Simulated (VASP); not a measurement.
Wanted: the native input for a VASP 6.6.1 run.

| Item | Value |
| --- | --- |
| Task | relaxation of cell and atoms |
| Functional | PBE |
| Potentials or basis | VASP PAW PBE potentials, release 64 (Os) |
| Cutoff | 600 eV |
| k mesh | 6 × 6 × 4 |
| Occupations | gaussian, width 0.1 eV |
| Spin | no spin polarisation |
| Dipole correction | no |
| Further INCAR settings | ALGO = Fast; EDIFF = 1e-07; IBRION = 2; EDIFFG = -0.04; NSW = 90; ISIF = 3 |

The structure of Os lies in POSCAR:

```
Os
1.0
    2.0622585485     -3.4951457981      0.0000000000
    2.0622585485      3.4951457981      0.0000000000
    0.0000000000      0.0000000000      4.1300034079
Os
4
Direct
    0.1525000000      0.8475000000      0.0785000000
    0.6525000000      0.3475000000      0.4215000000
    0.8475000000      0.1525000000      0.9215000000
    0.3475000000      0.6525000000      0.5785000000
```

These files were run (other wordings do the same):

INCAR

```
  ALGO = Fast
  EDIFF = 1E-7
  EDIFFG = -0.04
  ENCUT = 600
  GGA = PE
  IBRION = 2
  ISIF = 3
  ISMEAR = 0
  LASPH = True
  LCHARG = False
  LREAL = False
  LWAVE = False
  NELM = 80
  NSW = 90
  PREC = Accurate
  SIGMA = 0.1
```

KPOINTS

```
k-points
0
Gamma
  6 6 4
```

Potentials or basis: VASP PAW PBE potentials, release 64 (Os).

The run is started by

```sh
$ cat potpaw_PBE.64/Os/POTCAR > POTCAR
$ mpirun -np 1 vasp_std > vasp.out
```

It gave:

The relaxed volume is 16.14 Å³/atom, the relaxed cell is a = 4.596 Å, b = 4.596 Å, c = 3.934 Å, α = 90.00°, β = 90.00°, γ = 129.02° and the space group after relaxing (to 0.1 Å) is I4/mmm (No. 139). The pressure after relaxing is 0.3 GPa, the largest force after relaxing is 0.039 eV/Å and the band gap on the k mesh is zero (bands 16 and 17 overlap by 3.24 eV).

Caveat: the k points lie up to 0.40 Å⁻¹ apart in the final cell, too coarse for converged energies and pressures of a metal; spin-orbit coupling is left out, which moves the levels of the heavy elements.

Wall time 16 min on 1 thread of Oxide Virtual Turin-like Processor, on a shared host, peak memory 0.2 GiB.
